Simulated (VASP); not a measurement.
Here is a VASP 6.6.1 calculation.

File INCAR:

```
SYSTEM = Cd
ALGO = Normal
EDIFF = 1E-6
ENCUT = 520
GGA = PS
ISIF = 2
ISMEAR = 0
LASPH = .TRUE.
LCHARG = .FALSE.
LREAL = .FALSE.
LWAVE = .FALSE.
NBANDS = 19
NELM = 100
PREC = Accurate
SIGMA = 0.1
```

Contents of KPOINTS:

```
k-points
0
G
  7 7 3
  0 0 0
```

Contents of POSCAR:

```
Cd
1.0
    2.9414526057      0.0000000000      0.0000000000
   -1.4707263029      2.5473726806      0.0000000000
    0.0000000000      0.0000000000      5.6551365103
Cd
2
Direct
    0.3333333333      0.6666666667      0.2500000000
    0.6666666667      0.3333333333      0.7500000000
```

Potentials or basis: VASP PAW PBE potentials, release 64 (Cd).

Command:

```sh
$ cat potpaw_PBE.64/Cd/POTCAR > POTCAR
$ mpirun -np 1 vasp_std > vasp.out
```

Problem. What does it give for the pressure?

Solution. 0.2 GPa.

Problem. Predict the band gap on the k mesh.

Solution. Zero (band 12 reaches 4.36 eV, above the bottom of band 13 at -0.30 eV).

Stress tensor (GPa, compression positive):
```
0.22 0.00 0.00
0.00 0.22 0.00
0.00 0.00 0.03
```

Caveat: the k points lie up to 0.37 Å⁻¹ apart; the PAW data sets were made with another functional, which shifts forces and pressure a little.
